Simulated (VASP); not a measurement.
# Ta (Im-3m) in VASP: a series of runs

The runs below take Ta through single point, with PBEsol, r2SCAN, PBE.

Program: VASP 6.6.1. These are calculated values, not measurements. Logs are shortened: lines on timing, memory, paths and dates and some standing lists are left out, and cuts for length are marked.

## Step 1: The cell of the first run

Symmetry: Im-3m, No. 229, cubic system. The conventional cell has a = 3.283 Å, b = 3.283 Å, c = 3.283 Å, α = 90.00°, β = 90.00°, γ = 90.00°. Ta (site symmetry m-3m) has 14 Ta at 2.84 to 3.28 Å within 3.7 Å.

## Step 2: Single point, PBEsol

File INCAR:

```
PREC = Accurate ; ENCUT = 520
EDIFF = 1E-7 ; ISMEAR = -1
SIGMA = 0.05 ; LREAL = F
LASPH = T ; NELM = 80
ALGO = Normal ; ISIF = 2
LWAVE = F ; LCHARG = F
GGA = PS ; NBANDS = 12
```

File KPOINTS:

```
Automatic mesh
0
Gamma
  11 11 11
```

File POSCAR:

```
Ta
1.0
   -1.6412540000      1.6412540000      1.6412540000
    1.6412540000     -1.6412540000      1.6412540000
    1.6412540000      1.6412540000     -1.6412540000
Ta
1
Direct
    0.0000000000      0.0000000000      0.0000000000
```

Potentials or basis: VASP PAW PBE potentials, release 64 (Ta_pv).

The run is started by

```sh
> cat potpaw_PBE.64/Ta_pv/POTCAR > POTCAR
> mpirun -np 1 vasp_std > vasp.out
```

OUTCAR:

```text
PREC = Accurate
   ENCUT = 520
   EDIFF = 1E-7
   ISMEAR = -1
   LREAL = F
   LASPH = T
   NELM = 80
   ISIF = 2
   GGA = PS

 ion  position               nearest neighbor table
   1  0.000  0.000  0.000-

  LATTYP: Found a body centered cubic cell.
 ALAT       =     3.2825080000

  Lattice vectors:

 A1 = (  -1.6412540000,   1.6412540000,   1.6412540000)
 A2 = (   1.6412540000,  -1.6412540000,   1.6412540000)
 A3 = (   1.6412540000,   1.6412540000,  -1.6412540000)

Analysis of symmetry for initial positions (statically):
=====================================================================
 Subroutine PRICEL returns:
 Original cell was already a primitive cell.

 Routine SETGRP: Setting up the symmetry group for a
 body centered cubic supercell.

 Subroutine GETGRP returns: Found 48 space group operations
 (whereof 48 operations were pure point group operations)
 out of a pool of 48 trial point group operations.

The static configuration has the point symmetry O_h .

Analysis of symmetry for dynamics (positions and initial velocities):
=====================================================================
 Subroutine PRICEL returns:
 Original cell was already a primitive cell.

 Routine SETGRP: Setting up the symmetry group for a
 body centered cubic supercell.

 Subroutine GETGRP returns: Found 48 space group operations
 (whereof 48 operations were pure point group operations)
 out of a pool of 48 trial point group operations.

The dynamic configuration has the point symmetry O_h .

 Subroutine INISYM returns: Found 48 space group operations
 (whereof 48 operations are pure point group operations),
 and found     1 'primitive' translations

----------------------------------------------------------------------------------------

                                     Primitive cell

  volume of cell :      17.6843

  direct lattice vectors                    reciprocal lattice vectors
    -1.641254000  1.641254000  1.641254000     0.000000000  0.304645107  0.304645107
     1.641254000 -1.641254000  1.641254000     0.304645107  0.000000000  0.304645107
     1.641254000  1.641254000 -1.641254000     0.304645107  0.304645107  0.000000000

  length of vectors
     2.842735316  2.842735316  2.842735316     0.430833242  0.430833242  0.430833242

  position of ions in fractional coordinates (direct lattice)
     0.000000000  0.000000000  0.000000000

  ion indices of the primitive-cell ions
   primitive index   ion index
                 1           1

----------------------------------------------------------------------------------------

 KPOINTS: Automatic mesh

Automatic generation of k-mesh.
 Grid dimensions read from file:
 generate k-points for:   11   11   11

 Generating k-lattice:

  Cartesian coordinates                     Fractional coordinates (reciprocal lattice)
     0.000000000  0.027695010  0.027695010     0.090909091  0.000000000  0.000000000
     0.027695010  0.000000000  0.027695010     0.000000000  0.090909091  0.000000000
     0.027695010  0.027695010  0.000000000     0.000000000  0.000000000  0.090909091

  Length of vectors
     0.039166658  0.039166658  0.039166658

  Shift w.r.t. Gamma in fractional coordinates (k-lattice)
     0.000000000  0.000000000  0.000000000

 Subroutine IBZKPT returns following result:
 ===========================================

 Found     56 irreducible k-points:

 Following reciprocal coordinates:
            Coordinates               Weight
  0.000000  0.000000  0.000000      1.000000
  0.090909  0.000000  0.000000     12.000000
  0.181818  0.000000  0.000000     12.000000
  0.272727  0.000000  0.000000     12.000000
  0.363636  0.000000  0.000000     12.000000
  0.454545  0.000000  0.000000     12.000000
[... 16 lines left out ...]
  0.272727  0.181818  0.090909     48.000000
  0.363636  0.181818  0.090909     24.000000
 [... further k-points ...]
   k-points           NKPTS =     56   k-points in BZ     NKDIM =     56   number of bands    NBANDS=     12
   number of dos      NEDOS =    301   number of ions     NIONS =      1
   total plane-waves  NPLWV =  13824
   dimension x,y,z NGX =    24 NGY =   24 NGZ =   24
   dimension x,y,z NGXF=    48 NGYF=   48 NGZF=   48
   ions per type =               1
   NGX,Y,Z   is equivalent  to a cutoff of  14.04, 14.04, 14.04 a.u.
   NGXF,Y,Z  is equivalent  to a cutoff of  28.07, 28.07, 28.07 a.u.
 SYSTEM =  unknown system
   PREC   = accura    normal or accurate (medium, high low for compatibility)
   ISTART =      0    job   : 0-new  1-cont  2-samecut
   ICHARG =      2    charge: 1-file 2-atom 10-const
   ISPIN  =      1    spin polarized calculation?
   LNONCOLLINEAR =      F non collinear calculations
   LSORBIT =      F    spin-orbit coupling
   LASPH  =      T    aspherical Exc in radial PAW
   ENCUT  =  520.0 eV  38.22 Ry    6.18 a.u.   5.29  5.29  5.29*2*pi/ulx,y,z
   NELM   =     80;   NELMIN=  2; NELMDL= -5     # of ELM steps
   EDIFF  = 0.1E-06   stopping-criterion for ELM
   LREAL  =      F    real-space projection
   EDIFFG = 0.1E-05   stopping-criterion for IOM
   NSW    =      0    number of steps for IOM
   IBRION =     -1    ionic relax: 0-MD 1-quasi-New 2-CG
   NFREE  =      0    steps in history (QN), initial steepest desc. (CG)
   ISIF   =      2    stress and relaxation
   ISYM   =      2    0-nonsym 1-usesym 2-fastsym
   POTIM  = 0.5000    time-step for ionic-motion
   TEBEG  =    0.0;   TEEND  =   0.0 temperature during run
   PSTRESS=    0.0 pullay stress
   NELECT =      11.0000    total number of electrons
   NUPDOWN=      -1.0000    fix difference up-down
   EMIN   =  10.00;   EMAX   =-10.00  energy-range for DOS
   EFERMI =   0.00;   METHOD = LEGACY
   ISMEAR =    -1;   SIGMA  =   0.05  broadening in eV -4-tet -1-fermi 0-gaus
   EFERMI_NEDOS =   21; number of points for ismear=-14 and -15
   IALGO  =     38    algorithm
   IMIX   =      4    mixing-type and parameters
     AMIX     =   0.40;   BMIX     =  1.00
     AMIX_MAG =   1.60;   BMIX_MAG =  1.00
  volume/ion in A,a.u.               =      17.68       119.34
  Fermi-wavevector in a.u.,A,eV,Ry     =   1.397472  2.640840 26.571217  1.952929
  Thomas-Fermi vector in A             =   2.520725
   LORBIT       =      0    0 simple, 1 ext, 2 COOP (PROOUT), +10 PAW based schemes
   GGA     = PS    functional components
   LHFCALC =     F    Hartree Fock is set to
   AEXX    =    0.0000 exact exchange contribution
   IVDW    =     0    specifies the selected vdW correction
   LEPSILON=     F    determine dielectric tensor
   LRPA    =     F    only Hartree local field effects (RPA)
 non-spin polarized calculation
  energy-cutoff  :      520.00
  volume of cell :       17.68
 maximum number of plane-waves:       486
 NGX is ok and might be reduce to    24
   NGX = 11   NGY = 11   NGZ = 11

 number of electron      11.0000002 magnetization

 Free energy of the ion-electron system (eV)
  ---------------------------------------------------
  ext. energy  EPLUGINS =         0.00000000
  ---------------------------------------------------
  free energy    TOTEN  =       -12.56121694 eV

  energy without entropy =      -12.55410864  energy(sigma->0) =      -12.55766279

 E-fermi :   5.4661     XC(G=0): -12.8222

 val. band max:        5.3719096321   @ k =  -0.4545   0.4545   0.1818
 cond. band min:       5.5410155444   @ k =   0.3636   0.1818   0.0909
 fundamental gap:      0.1691059123
 Fermi energy:         5.4661361933

 k-point     1 :       0.0000    0.0000    0.0000
  band No.  band energies     occupation
      1     -27.4813      2.00000
      2     -27.4813      2.00000
      3     -27.4813      2.00000
      4      -2.5304      2.00000
      5       6.1898      0.00000
      6       6.1898      0.00000
      7       6.1898      0.00000
      8       9.5257      0.00000
      9       9.5257      0.00000
     10      20.1948      0.00000
     11      20.5968      0.00000
     12      20.5968      0.00000

 k-point     2 :       0.0909    0.0000    0.0000
  band No.  band energies     occupation
      1     -27.5898      2.00000
      2     -27.5145      2.00000
      3     -27.4819      2.00000
      4      -2.1556      2.00000
      5       5.9497      0.00013
      6       6.1082      0.00001
      7       6.5603      0.00000
      8       9.1686      0.00000
      9       9.5284      0.00000
     10      20.1944      0.00000
     11      20.9227      0.00000
     12      21.2513      0.00000

 k-point     3 :       0.1818    0.0000    0.0000
  band No.  band energies     occupation
      1     -27.8722      2.00000
      2     -27.6025      2.00000
      3     -27.4837      2.00000
      4      -1.1452      2.00000
      5       5.3693      1.74785
      6       5.7231      0.01166
      7       7.6412      0.00000
      8       8.8120      0.00000
      9       9.5861      0.00000
     10      20.1924      0.00000
     11      21.3670      0.00000
     12      23.0606      0.00000
[... 286 lines left out ...]
 k-point    23 :       0.2727    0.1818    0.0909
  band No.  band energies     occupation
      1     -28.5126      2.00000
      2     -27.9689      2.00000
      3     -27.6795      2.00000
      4       2.5710      2.00000
      5       3.9013      2.00000
      6       4.8668      1.99999
      7       9.8866      0.00000
      8      10.4550      0.00000
      9      14.8592      0.00000
     10      16.0621      0.00000
     11      19.7145      0.00000
     12      20.2085      0.00000

 k-point    24 :       0.3636    0.1818    0.0909
  band No.  band energies     occupation
      1     -28.5158      2.00000
      2     -28.0522      2.00000
      3     -27.6880      2.00000
      4       2.5836      2.00000
      5       3.8406      2.00000
      6       5.5410      0.36557
      7       9.9745      0.00000
      8      10.5639      0.00000
      9      14.7624      0.00000
     10      15.8274      0.00000
     11      19.0784      0.00000
     12      20.2063      0.00000

 [... further k-points ...]
[... 5 lines left out ...]
  --------------------------------------------------------------------------------------
  -------------------------------------------------------------------------------------
  Total       -0.0509338     -0.0509338     -0.0509338      0.0000000     -0.0000000      0.0000000
  in kB       -4.6145497     -4.6145497     -4.6145497      0.0000000     -0.0000000      0.0000000
  external PRESSURE =      -4.6145497 kB  Pullay stress =       0.0000000 kB

 VOLUME and BASIS-vectors are now :
 -----------------------------------------------------------------------------
  energy-cutoff  :      520.00
  volume of cell :       17.68
      direct lattice vectors                 reciprocal lattice vectors
    -1.641254000  1.641254000  1.641254000     0.000000000  0.304645107  0.304645107
     1.641254000 -1.641254000  1.641254000     0.304645107  0.000000000  0.304645107
     1.641254000  1.641254000 -1.641254000     0.304645107  0.304645107  0.000000000

 POSITION                                       TOTAL-FORCE (eV/Angst)
 -----------------------------------------------------------------------------------
      0.00000      0.00000      0.00000         0.000000      0.000000      0.000000
 -----------------------------------------------------------------------------------
    total drift:                               -0.000000      0.000000      0.000000

  FREE ENERGIE OF THE ION-ELECTRON SYSTEM (eV)
  ---------------------------------------------------
  free  energy   TOTEN  =       -12.5612169397 eV

  energy  without entropy=      -12.5541086358  energy(sigma->0) =      -12.55766279
```

It took 20 s on 1 thread of AMD EPYC 7R13, shared host; peak memory 0.11 GiB.

Results:

```yaml
Free_energy: -12.5612 eV
Pressure: -0.5 GPa
```

Caveat: the PAW data sets were made with another functional, which shifts forces and pressure a little; spin-orbit coupling is left out, which moves the levels of the heavy elements.

## Step 3: Single point, r2SCAN

POSCAR is that of step 2.

File INCAR.step1:

```
PREC = Accurate
ENCUT = 520
ISMEAR = -1
SIGMA = 0.05
LREAL = False
LASPH = True
NELM = 80
NBANDS = 12
GGA = PE
ALGO = Normal
EDIFF = 1E-4
LWAVE = True
LCHARG = False
```

File INCAR.step2:

```
PREC = Accurate
ENCUT = 520
EDIFF = 1E-6
ISMEAR = -1
SIGMA = 0.05
LREAL = False
LASPH = True
NELM = 80
ALGO = Normal
ISIF = 2
LWAVE = False
LCHARG = True
METAGGA = R2SCAN
LMIXTAU = True
LELF = True
LVHAR = True
NBANDS = 12
ISTART = 1
```

KPOINTS is that of step 2.

Potentials or basis: VASP PAW PBE potentials, release 64 (Ta_pv).

The run is started by

```sh
> cat potpaw_PBE.64/Ta_pv/POTCAR > POTCAR
> cp INCAR.step1 INCAR
> mpirun -np 1 vasp_std > vasp.out
> cp INCAR.step2 INCAR
> mpirun -np 1 vasp_std > vasp.out
```

Run time: 93 s. Hardware: 1 thread of AMD EPYC 7R13, shared host; peak memory 0.12 GiB.

The run converged. Its results:

* Free energy: -48.5801 eV
* Pressure: 4.5 GPa

Levels at points of the mesh, in eV from the Fermi level:
| k point | band 1 | band 2 | band 3 | band 4 | band 5 | band 6 | band 7 | band 8 | band 9 | band 10 |
| --- | --- | --- | --- | --- | --- | --- | --- | --- | --- | --- |
| (0.00, 0.00, 0.00) | -34.12 | -34.12 | -34.12 | -8.38 | 0.87 | 0.87 | 0.87 | 4.42 | 4.42 | 12.23 |

Caveat: the PAW data sets were made with another functional, which shifts forces and pressure a little; spin-orbit coupling is left out, which moves the levels of the heavy elements.

## Step 4: Single point, PBE

File INCAR:

```
  ALGO = Normal
  EDIFF = 1E-6
  ENCUT = 500
  GGA = PE
  GGA_COMPAT = F
  ISIF = 2
  ISMEAR = -1
  LASPH = T
  LCHARG = T
  LELF = T
  LREAL = F
  LVHAR = T
  LWAVE = F
  NBANDS = 12
  NELM = 120
  PREC = Accurate
  SIGMA = 0.05
```

File KPOINTS:

```
k-points
0
Gamma
  11 11 11
```

POSCAR is that of step 3.

The run is started by

```sh
> cat potpaw_PBE.64/Ta_pv/POTCAR > POTCAR
> mpirun -np 1 vasp_std > vasp.out
```

Wall time 16 s (1 thread of Intel Xeon 8259CL, shared host); peak memory 0.14 GiB.

Results (log left out):

* Free energy: -11.8088 eV
* Pressure: 6.6 GPa

Levels at points of the mesh, in eV from the Fermi level:
| k point | band 1 | band 2 | band 3 | band 4 | band 5 | band 6 | band 7 | band 8 | band 9 | band 10 |
| --- | --- | --- | --- | --- | --- | --- | --- | --- | --- | --- |
| (0.00, 0.00, 0.00) | -32.99 | -32.99 | -32.99 | -7.99 | 0.74 | 0.74 | 0.74 | 4.08 | 4.08 | 15.10 |

Caveat: spin-orbit coupling is left out, which moves the levels of the heavy elements.

## Step 5: Summary

| level | cutoff (eV) | gap on the mesh (eV) | pressure (GPa) |
| --- | --- | --- | --- |
| PBEsol | 520 | none | -0.5 |
| r2SCAN | 520 | none | 4.5 |
| PBE | 500 | none | 6.6 |

Alike in all rows: task single point; potentials or basis VASP PAW PBE potentials, release 64 (Ta_pv); no spin polarisation; cell as given; k mesh 11 × 11 × 11; smearing fermi-dirac 0.05 eV.

Every run on the cell as given and a fine mesh finds a metal. The pressure there spans -0.5 GPa (PBEsol) to 6.6 GPa (PBE); a positive pressure means that this level wants a larger cell, a negative one a smaller.

Caveats: spin-orbit coupling is left out, which moves the levels of the heavy elements; the PAW data sets were made with another functional, which shifts forces and pressure a little (some runs).

Absolute energies hang on the potentials; compare differences alone.
